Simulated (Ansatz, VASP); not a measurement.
CsBe3Ag in VASP and in Ansatz

Contents of INCAR:

```
SYSTEM = CsBe3Ag
PREC = Accurate
ENCUT = 600
EDIFF = 1E-6
ISMEAR = 0
SIGMA = 0.1
LREAL = .FALSE.
LASPH = .TRUE.
NELM = 60
ALGO = Fast
ISIF = 3
LWAVE = .FALSE.
LCHARG = .FALSE.
GGA = PE
IBRION = 2
NSW = 100
EDIFFG = -0.01
```

KPOINTS

```
Automatic mesh
0
G
  10 10 6
  0 0 0
```

File POSCAR:

```
CsBe3Ag
1.0
    3.8788120874      0.0000000000      0.0000000000
    0.0000000000      3.8788120874      0.0000000000
    0.0000000000      0.0000000000      7.4519967422
Cs Be Ag
1 3 1
Direct
    0.5000000000      0.5000000000      0.7285073122
    0.5000000000      0.0000000000      0.2899089909
    0.0000000000      0.5000000000      0.2899089909
    0.0000000000      0.0000000000      0.4042197763
    0.0000000000      0.0000000000      0.0878548895
```

Input for Ansatz:

```yaml
crystal:
  lattice:
    - [3.8788120874, 0.0, 0.0]
    - [0.0, 3.8788120874, 0.0]
    - [0.0, 0.0, 7.4519967422]
  atoms:
    - { symbol: Cs, position: [0.5, 0.5, 0.7285073122] }
    - { symbol: Be, position: [0.5, 0.0, 0.2899089909] }
    - { symbol: Be, position: [0.0, 0.5, 0.2899089909] }
    - { symbol: Be, position: [0.0, 0.0, 0.4042197763] }
    - { symbol: Ag, position: [0.0, 0.0, 0.0878548895] }
basis:
  ecutwfc: 420
kpoints:
  mp_grid: { grid: [10, 10, 6] }
hamiltonian:
  xc: pbe
scf:
  occupations: { method: gaussian, width: 0.1 }
output:
  forces: true
  stress: true
  eigenvalues: true
relax:
  adjacent_minimum: "off"
  f_tol: 0.01
  max_steps: 80
  cell: { stress_tol: 0.05 }
```

Change from the starting cell: species swapped into the CeSiPt3 type (P4mm, No. 99).

Alike in both runs: task relaxation of cell and atoms; functional PBE; k mesh 10 × 10 × 6; occupations gaussian, width 0.1 eV; no spin polarisation.

```csv
,VASP,Ansatz
version,VASP 6.6.1,Ansatz 0.2.0
potentials or method,"VASP PAW PBE potentials, release 64 (Cs_sv, Be, Ag), cutoff 600 eV","scalar-relativistic, plane waves, PAW"
valence electrons in the cell,26,34
```

```tsv
	VASP	Ansatz	Ansatz less VASP
gap on the k mesh at the Fermi level, each at its own relaxed structure (eV)	none	none	-
relaxed volume (Å³/atom)	23.11	23.02	-0.091
relaxed length of the cell vector where the two differ most in proportion (Å)	7.350	7.330	-0.0200
```

A gap of «none» marks a metal or a gap that the smearing closes. VASP's potentials hold 26 valence electrons a cell and Ansatz's 34, so a difference there can come from the potentials and not from the codes.

Spin-orbit coupling is off throughout.
